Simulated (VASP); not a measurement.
Here is a VASP 6.6.1 calculation.

File INCAR:

```
SYSTEM = H
PREC = Accurate ; ENCUT = 400
EDIFF = 1E-6 ; ISMEAR = 0
SIGMA = 0.005 ; LREAL = .False.
LASPH = .True. ; NELM = 200
ALGO = Normal ; ISIF = 2
LWAVE = .False. ; LCHARG = .False.
ISPIN = 2 ; MAGMOM = 1.1
LORBIT = 11 ; GGA = RE
IVDW = 12 ; NBANDS = 10
GGA_COMPAT = .False. ; NELMDL = -8
```

File KPOINTS:

```
Automatic mesh
0
Gamma
  1 1 1
  0 0 0
```

POSCAR

```
H
1.0
   10.5000000000      0.0000000000      0.0000000000
    0.0000000000     11.0000000000      0.0000000000
    0.0000000000      0.0000000000     11.5000000000
H
1
Direct
    0.5000000000      0.5045454500      0.5000000000
```

Potentials or basis: VASP PAW PBE potentials, release 64 (H).

Launch:

```console
$ cat potpaw_PBE.64/H/POTCAR > POTCAR
$ mpirun -np 1 vasp_gam > vasp.out
```

**Question.** What does it give for the net moment?

**Answer.** 1.00 μB per cell.

**Question.** Estimate the dispersion energy per atom.

**Answer.** 0.000 eV.
